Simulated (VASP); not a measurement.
# Si7Ge (P2) in VASP: single point with PBEsol

Aim: the single point of Si7Ge with PBEsol.

All numbers are computed with VASP 6.6.1; they aren't measurements. Logs are shortened: lines on timing, memory, paths and dates and some standing lists are left out, and cuts for length are marked.

## Step 1: The cell of the first run

The typed cell holds 8 atoms: a = 5.459 Å, b = 5.459 Å, c = 5.469 Å, α = 90.00°, β = 86.57°, γ = 90.00°.

## Step 2: Single point, PBEsol (shear of c along a, cell held: +6.0 %, then relaxed in part)

INCAR reads:

```
PREC = Accurate ; ENCUT = 520
EDIFF = 1E-6 ; ISMEAR = 0
SIGMA = 0.01 ; LREAL = False
LASPH = True ; NELM = 60
ALGO = Normal ; ISIF = 2
LWAVE = False ; LCHARG = False
GGA = PS ; NBANDS = 31
```

KPOINTS reads:

```
regular mesh
0
Gamma
  8 8 8
```

POSCAR reads:

```
Si7Ge
1.0
    5.4591768100      0.0000000000      0.0000000000
    0.0000000000      5.4591768100      0.0000000000
    0.3275506086      0.0000000000      5.4591768100
Si Ge
7 1
Direct
    0.2529388470      0.2484566869      0.2529373510
    0.0000000000      0.5041211320      0.5000000000
    0.5000000000      0.5041091900      0.0000000000
    0.5000000000      0.0032429930      0.5000000000
    0.7470611530      0.2484566869      0.7470626490
    0.7476525388      0.7431440184      0.2523375166
    0.2523474612      0.7431440184      0.7476624834
    0.0000000000      0.0053252748      0.0000000000
```

Potentials or basis: VASP PAW PBE potentials, release 64 (Si, Ge_d).

Started as:

```sh
$ cat potpaw_PBE.64/Si/POTCAR potpaw_PBE.64/Ge_d/POTCAR > POTCAR
$ mpirun -np 1 vasp_std > vasp.out
```

OUTCAR:

```text
PREC = Accurate
   ENCUT = 520
   EDIFF = 1E-6
   ISMEAR = 0
   LREAL = False
   LASPH = True
   NELM = 60
   ISIF = 2
   GGA = PS

 ion  position               nearest neighbor table
   1  0.253  0.248  0.253-   2 2.34   3 2.34   4 2.38   8 2.41
   2  0.000  0.504  0.500-   1 2.34   5 2.34   6 2.38   7 2.38
   3  0.500  0.504  0.000-   1 2.34   5 2.34   6 2.38   7 2.38
   4  0.500  0.003  0.500-   6 2.34   7 2.34   1 2.38   5 2.38
   5  0.747  0.248  0.747-   2 2.34   3 2.34   4 2.38   8 2.41
   6  0.748  0.743  0.252-   4 2.34   8 2.37   2 2.38   3 2.38
   7  0.252  0.743  0.748-   4 2.34   8 2.37   2 2.38   3 2.38
   8  0.000  0.005  0.000-   6 2.37   7 2.37   1 2.41   5 2.41

  LATTYP: Found a simple monoclinic cell.
 ALAT       =     5.4591768100
 B/A-ratio  =     1.0000000000
 C/A-ratio  =     1.0017983829
 COS(beta)  =    -0.0598922907

  Lattice vectors:

 A1 = (   5.4591768100,   0.0000000000,   0.0000000000)
 A2 = (   0.0000000000,  -5.4591768100,   0.0000000000)
 A3 = (  -0.3275506086,   0.0000000000,  -5.4591768100)

Analysis of symmetry for initial positions (statically):
=====================================================================
 Subroutine PRICEL returns:
 Original cell was already a primitive cell.

 Routine SETGRP: Setting up the symmetry group for a
 simple monoclinic supercell.

 Subroutine GETGRP returns: Found  2 space group operations
 (whereof  2 operations were pure point group operations)
 out of a pool of  4 trial point group operations.

The static configuration has the point symmetry C_2 .

Analysis of symmetry for dynamics (positions and initial velocities):
=====================================================================
 Subroutine PRICEL returns:
 Original cell was already a primitive cell.

 Routine SETGRP: Setting up the symmetry group for a
 simple monoclinic supercell.

 Subroutine GETGRP returns: Found  2 space group operations
 (whereof  2 operations were pure point group operations)
 out of a pool of  4 trial point group operations.

The dynamic configuration has the point symmetry C_2 .

 Subroutine INISYM returns: Found  2 space group operations
 (whereof  2 operations are pure point group operations),
 and found     1 'primitive' translations

----------------------------------------------------------------------------------------

                                     Primitive cell

  volume of cell :     162.6977

  direct lattice vectors                    reciprocal lattice vectors
     5.459176810  0.000000000  0.000000000     0.183177800  0.000000000 -0.010990668
     0.000000000  5.459176810  0.000000000     0.000000000  0.183177800  0.000000000
     0.327550609  0.000000000  5.459176810     0.000000000  0.000000000  0.183177800

  length of vectors
     5.459176810  5.459176810  5.468994500     0.183507224  0.183177800  0.183177800

  position of ions in fractional coordinates (direct lattice)
     0.252938847  0.248456687  0.252937351
     0.000000000  0.504121132  0.500000000
     0.500000000  0.504109190  0.000000000
     0.500000000  0.003242993  0.500000000
     0.747061153  0.248456687  0.747062649
     0.747652539  0.743144018  0.252337517
     0.252347461  0.743144018  0.747662483
     0.000000000  0.005325275  0.000000000

  ion indices of the primitive-cell ions
   primitive index   ion index
                 1           1
                 2           2
                 3           3
                 4           4
                 5           5
                 6           6
                 7           7
                 8           8

----------------------------------------------------------------------------------------

 KPOINTS: regular mesh

Automatic generation of k-mesh.
 Grid dimensions read from file:
 generate k-points for:    8    8    8

 Generating k-lattice:

  Cartesian coordinates                     Fractional coordinates (reciprocal lattice)
     0.022897225  0.000000000 -0.001373834     0.125000000  0.000000000  0.000000000
     0.000000000  0.022897225  0.000000000     0.000000000  0.125000000  0.000000000
     0.000000000  0.000000000  0.022897225     0.000000000  0.000000000  0.125000000

  Length of vectors
     0.022938403  0.022897225  0.022897225

  Shift w.r.t. Gamma in fractional coordinates (k-lattice)
     0.000000000  0.000000000  0.000000000

 Subroutine IBZKPT returns following result:
 ===========================================

 Found    170 irreducible k-points:

 Following reciprocal coordinates:
            Coordinates               Weight
  0.000000  0.000000  0.000000      1.000000
  0.125000  0.000000  0.000000      2.000000
  0.250000  0.000000  0.000000      2.000000
  0.375000  0.000000  0.000000      2.000000
  0.500000  0.000000  0.000000      1.000000
  0.000000  0.125000  0.000000      2.000000
[... 16 lines left out ...]
  0.250000  0.500000  0.000000      2.000000
  0.375000  0.500000  0.000000      2.000000
 [... further k-points ...]
   k-points           NKPTS =    170   k-points in BZ     NKDIM =    170   number of bands    NBANDS=     31
   number of dos      NEDOS =    301   number of ions     NIONS =      8
   total plane-waves  NPLWV =  74088
   dimension x,y,z NGX =    42 NGY =   42 NGZ =   42
   dimension x,y,z NGXF=    84 NGYF=   84 NGZF=   84
   ions per type =               7   1
   NGX,Y,Z   is equivalent  to a cutoff of  12.79, 12.79, 12.77 a.u.
   NGXF,Y,Z  is equivalent  to a cutoff of  25.58, 25.58, 25.53 a.u.
 SYSTEM =  unknown system
   PREC   = accura    normal or accurate (medium, high low for compatibility)
   ISTART =      0    job   : 0-new  1-cont  2-samecut
   ICHARG =      2    charge: 1-file 2-atom 10-const
   ISPIN  =      1    spin polarized calculation?
   LNONCOLLINEAR =      F non collinear calculations
   LSORBIT =      F    spin-orbit coupling
   LASPH  =      T    aspherical Exc in radial PAW
   ENCUT  =  520.0 eV  38.22 Ry    6.18 a.u.  10.15 10.15 10.17*2*pi/ulx,y,z
   NELM   =     60;   NELMIN=  2; NELMDL= -5     # of ELM steps
   EDIFF  = 0.1E-05   stopping-criterion for ELM
   LREAL  =      F    real-space projection
   EDIFFG = 0.1E-04   stopping-criterion for IOM
   NSW    =      0    number of steps for IOM
   IBRION =     -1    ionic relax: 0-MD 1-quasi-New 2-CG
   NFREE  =      0    steps in history (QN), initial steepest desc. (CG)
   ISIF   =      2    stress and relaxation
   ISYM   =      2    0-nonsym 1-usesym 2-fastsym
   POTIM  = 0.5000    time-step for ionic-motion
   TEBEG  =    0.0;   TEEND  =   0.0 temperature during run
   PSTRESS=    0.0 pullay stress
   NELECT =      42.0000    total number of electrons
   NUPDOWN=      -1.0000    fix difference up-down
   EMIN   =  10.00;   EMAX   =-10.00  energy-range for DOS
   EFERMI =   0.00;   METHOD = LEGACY
   ISMEAR =     0;   SIGMA  =   0.01  broadening in eV -4-tet -1-fermi 0-gaus
   EFERMI_NEDOS =   21; number of points for ismear=-14 and -15
   IALGO  =     38    algorithm
   IMIX   =      4    mixing-type and parameters
     AMIX     =   0.40;   BMIX     =  1.00
     AMIX_MAG =   1.60;   BMIX_MAG =  1.00
  volume/ion in A,a.u.               =      20.34       137.24
  Fermi-wavevector in a.u.,A,eV,Ry     =   1.042391  1.969834 14.783813  1.086580
  Thomas-Fermi vector in A             =   2.177054
   LORBIT       =      0    0 simple, 1 ext, 2 COOP (PROOUT), +10 PAW based schemes
   GGA     = PS    functional components
   LHFCALC =     F    Hartree Fock is set to
   AEXX    =    0.0000 exact exchange contribution
   IVDW    =     0    specifies the selected vdW correction
   LEPSILON=     F    determine dielectric tensor
   LRPA    =     F    only Hartree local field effects (RPA)
 non-spin polarized calculation
 Gauss-broadening in eV      SIGMA  =   0.01
  energy-cutoff  :      520.00
  volume of cell :      162.70
 maximum number of plane-waves:      4412
 NGX is ok and might be reduce to    42
   NGX = 21   NGY = 21   NGZ = 21

 number of electron      42.0000012 magnetization

 Free energy of the ion-electron system (eV)
  ---------------------------------------------------
  ext. energy  EPLUGINS =         0.00000000
  ---------------------------------------------------
  free energy    TOTEN  =       -44.99710357 eV

  energy without entropy =      -44.99710347  energy(sigma->0) =      -44.99710352

 E-fermi :   5.8603     XC(G=0):  -9.6416

 val. band max:        5.8356436913   @ k =   0.0000   0.1250   0.0000
 cond. band min:       5.8848788897   @ k =   0.1250   0.0000   0.1250
 fundamental gap:      0.0492351984
 Fermi energy:         5.8602612651

 k-point     1 :       0.0000    0.0000    0.0000
  band No.  band energies     occupation
      1     -18.4551      2.00000
      2     -18.4547      2.00000
      3     -18.4538      2.00000
      4     -18.4281      2.00000
      5     -18.4272      2.00000
      6      -6.4460      2.00000
[... 23 lines left out ...]
     30       8.5315      0.00000
     31       9.0100      0.00000

 k-point     2 :       0.1250    0.0000    0.0000
  band No.  band energies     occupation
      1     -18.4551      2.00000
      2     -18.4547      2.00000
      3     -18.4538      2.00000
      4     -18.4281      2.00000
      5     -18.4272      2.00000
      6      -6.3782      2.00000
[... 23 lines left out ...]
     30       8.6588      0.00000
     31       9.4182      0.00000

 k-point     3 :       0.2500    0.0000    0.0000
  band No.  band energies     occupation
      1     -18.4551      2.00000
      2     -18.4547      2.00000
      3     -18.4539      2.00000
      4     -18.4281      2.00000
      5     -18.4272      2.00000
      6      -6.1755      2.00000
[... 23 lines left out ...]
     30       9.3467      0.00000
     31      10.1105      0.00000

 k-point     4 :       0.3750    0.0000    0.0000
  band No.  band energies     occupation
      1     -18.4551      2.00000
      2     -18.4547      2.00000
      3     -18.4539      2.00000
      4     -18.4280      2.00000
      5     -18.4272      2.00000
      6      -5.8422      2.00000
[... 23 lines left out ...]
     30      10.3078      0.00000
     31      10.3617      0.00000

 k-point     5 :       0.5000    0.0000    0.0000
  band No.  band energies     occupation
      1     -18.4551      2.00000
      2     -18.4547      2.00000
      3     -18.4539      2.00000
      4     -18.4280      2.00000
      5     -18.4272      2.00000
      6      -5.4648      2.00000
[... 23 lines left out ...]
     30      10.2828      0.00000
     31      10.3013      0.00000
[... 542 lines left out ...]
     30      10.5043      0.00000
     31      10.5576      0.00000

 k-point    22 :       0.1250    0.5000    0.0000
  band No.  band energies     occupation
      1     -18.4551      2.00000
      2     -18.4547      2.00000
      3     -18.4539      2.00000
      4     -18.4281      2.00000
      5     -18.4271      2.00000
      6      -5.4104      2.00000
[... 23 lines left out ...]
     30      10.4092      0.00000
     31      10.4897      0.00000

 k-point    23 :       0.2500    0.5000    0.0000
  band No.  band energies     occupation
      1     -18.4551      2.00000
      2     -18.4548      2.00000
      3     -18.4539      2.00000
      4     -18.4281      2.00000
      5     -18.4271      2.00000
      6      -5.2326      2.00000
[... 23 lines left out ...]
     30      10.0798      0.00000
     31      10.2223      0.00000

 k-point    24 :       0.3750    0.5000    0.0000
  band No.  band energies     occupation
      1     -18.4551      2.00000
      2     -18.4548      2.00000
      3     -18.4539      2.00000
      4     -18.4280      2.00000
      5     -18.4271      2.00000
      6      -4.9522      2.00000
[... 23 lines left out ...]
     30      10.7217      0.00000
     31      10.7951      0.00000

 [... further k-points ...]

------------------------ aborting loop because EDIFF is reached ----------------------------------------

  FORCE on cell =-STRESS in cart. coord.  units (eV):
  Direction    XX          YY          ZZ          XY          YZ          ZX
  --------------------------------------------------------------------------------------
  -------------------------------------------------------------------------------------
  Total       -0.1041467     -0.1653283      0.2477162      0.0000000      0.0000000     -4.3168766
  in kB       -1.0255917     -1.6280816      2.4394031      0.0000000      0.0000000    -42.5107468
  external PRESSURE =      -0.0714234 kB  Pullay stress =       0.0000000 kB

 VOLUME and BASIS-vectors are now :
 -----------------------------------------------------------------------------
  energy-cutoff  :      520.00
  volume of cell :      162.70
      direct lattice vectors                 reciprocal lattice vectors
     5.459176810  0.000000000  0.000000000     0.183177800  0.000000000 -0.010990668
     0.000000000  5.459176810  0.000000000     0.000000000  0.183177800  0.000000000
     0.327550609  0.000000000  5.459176810     0.000000000  0.000000000  0.183177800

 POSITION                                       TOTAL-FORCE (eV/Angst)
 -----------------------------------------------------------------------------------
      1.46369      1.35637      1.38083        -0.004014     -0.006525     -0.003825
      0.16378      2.75209      2.72959        -0.000000     -0.000501      0.000000
      2.72959      2.75202      0.00000        -0.000000     -0.000534      0.000000
      2.89336      0.01770      2.72959        -0.000000      0.002806      0.000000
      4.32304      1.35637      4.07835         0.004014     -0.006525      0.003825
      4.16422      4.05695      1.37756         0.005966      0.005372     -0.006426
      1.62251      4.05695      4.08162        -0.005966      0.005372      0.006426
      0.00000      0.02907      0.00000        -0.000000      0.000533      0.000000
 -----------------------------------------------------------------------------------
    total drift:                                0.000000      0.000166      0.000003

  FREE ENERGIE OF THE ION-ELECTRON SYSTEM (eV)
  ---------------------------------------------------
  free  energy   TOTEN  =       -44.9971035726 eV

  energy  without entropy=      -44.9971034698  energy(sigma->0) =      -44.99710352
```

It took 7.3 min on 1 thread of Intel Xeon Platinum 8488C (Sapphire Rapids), shared host; peak memory 0.74 GiB.

What came out:

| Item | Value |
| --- | --- |
| Free energy | -44.9971 eV |
| Pressure | 0.0 GPa |
| Largest force | 0.010 eV/Å |
| Band gap on the k mesh | zero (bands 21 and 22 overlap by 0.05 eV) |

Forces on the atoms (eV/Å):
```
Si  -0.004 -0.007 -0.004
Si   0.000 -0.001  0.000
Si   0.000 -0.001  0.000
Si   0.000  0.003  0.000
Si   0.004 -0.007  0.004
Si   0.006  0.005 -0.006
Si  -0.006  0.005  0.006
Ge   0.000  0.001  0.000
```

Stress tensor (GPa, compression positive):
```
-0.10  0.00 -4.25
 0.00 -0.16  0.00
-4.25  0.00  0.24
```

Caveat: the cell differs from its parent crystal (shear of c along a, cell held: +6.0 %, then relaxed in part); semilocal functionals underestimate gaps, and a narrow one can read as zero; the PAW data sets were made with another functional, which shifts forces and pressure a little.

The gap in the log of VASP goes by the Fermi energy; the results here count the filled bands.